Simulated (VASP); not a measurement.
Ta4O:

```
Ta O
1.0
     5.38107    0.00000    0.00000
    -2.69054    4.66015    0.00000
     0.00000    0.00000    3.78385
Ta O
4 1
Direct
  0.50000 0.00000 0.50000
  0.00000 0.50000 0.50000
  0.50000 0.50000 0.50000
  0.00000 0.00000 0.00000
  0.00000 0.00000 0.50000
```

Base run:

* Program: VASP 6.6.1
* Functional: PBE
* Potentials or basis: VASP PAW PBE potentials, release 64 (Ta_pv, O)
* Cutoff: 520 eV
* k mesh: 6 × 6 × 6
* Occupations: gaussian, width 0.1 eV
* Spin: no spin polarisation

Its results: band gap on the k mesh zero (band 25 reaches 5.86 eV, above the bottom of band 26 at 3.94 eV); pressure 0.3 GPa.

Task: The run is repeated on the same cell with these changes: potentials or basis from VASP PAW PBE potentials, release 64 (Ta_pv, O) to VASP PAW PBE potentials, release 64 (Ta_sv_GW, O); cutoff from 520 eV to 600 eV; further incar settings from ALGO = Normal; EDIFF = 1e-07; NBANDS = 33 to ALGO = Normal; EDIFF = 1e-06; NBANDS = 37; valence electrons from 50 to 58. What comes out?

Result: Band gap on the k mesh zero (band 29 reaches 9.68 eV, above the bottom of band 30 at 7.76 eV); pressure -0.2 GPa.

Caveats: spin-orbit coupling is left out, which moves the levels of the heavy elements.
